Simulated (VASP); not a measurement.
Runs of VASP 6.6.1 on SrCl2. The structure is that of space group R-3m (No. 166), or close to it. The cells are those of the table. 

```tsv
cell	gap on the mesh (eV)	pressure (GPa)	largest force (eV/Å)
a = 4.817 Å, angles 63.2°, 3 atoms	(d)	-2.3	0.24
a = 5.275 Å, angles 52.2°, 3 atoms	4.98	-1.4	0.18
a = 5.661 Å, angles 45.7°, 3 atoms	5.08	0.7	0.24
a = 6.776 Å, angles 33.6°, 3 atoms	4.99	(b)	(a)
a = 6.209 Å, angles 38.9°, 3 atoms	5.17	2.8	0.30
a = 4.425 Å, angles 82.7°, 3 atoms	3.04	24.5	10.49
a = 5.064 Å, angles 56.6°, 3 atoms	4.91	-2.4	(c)
a = 4.391 Å, 3 atoms	-	54.3	23.78
a = 4.698 Å, angles 67.3°, 3 atoms	4.88	-0.9	0.82
a = 4.521 Å, angles 75.3°, 3 atoms	4.59	7.4	3.79
```

Alike in all rows: task single point; level LDA; potentials or basis VASP PAW LDA potentials, release 64 (Sr_sv, Cl); no spin polarisation; k mesh 6 × 6 × 6; cutoff (eV) 520; smearing gaussian 0.05 eV.

**Question.** Fill in the values left out.

**Answer.** (a) 0.19; (b) 3.9; (c) 0.12; (d) 4.90.

Caveats: forces of over 1 eV/Å act on the atoms, so gaps and moduli don't describe the material at rest (some runs).

A k mesh can miss the band edges, and the runs leave out spin-orbit coupling on Sr.
